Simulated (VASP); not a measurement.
# Ni: single point with PBE

Ni:

```
Ni
1.0
     0.00000    1.75969    1.75969
     1.75969    0.00000    1.75969
     1.75969    1.75969    0.00000
Ni
1
Direct
  0.00000 0.00000 0.00000
```

```
Program             : VASP 6.6.1
Task                : single point
Functional          : PBE
Potentials or basis : VASP PAW PBE potentials, release 64 (Ni)
Cutoff              : 520 eV
k mesh              : 15 × 15 × 15
Occupations         : gaussian, width 0.6 eV
Spin                : collinear spin, ferromagnetic start
Starting moments    : [0.672] μB
```

```json
{"Pressure": "1.0 GPa", "Net moment": "0.22 μB per cell", "Site moments": "Ni +0.23 μB", "Valence electrons inside the program's atomic spheres": "Ni 9.31"}
```

Levels at points of the mesh, in eV from the Fermi level:
Spin up:
```tsv
k point	band 3	band 4	band 5	band 6	band 7	band 8
(0.00, 0.00, 0.00)	-2.13	-2.13	-1.03	-1.03	23.70	27.59
```
Spin down:
```csv
k point,band 3,band 4,band 5,band 6,band 7,band 8
"(0.00, 0.00, 0.00)",-1.87,-1.87,-0.80,-0.80,23.65,27.59
```

Run time: 98 s on 1 thread of Intel Xeon 8259CL (shared host), peak memory 0.15 GiB.

Caveat: so wide a smearing shifts energies and pressures.
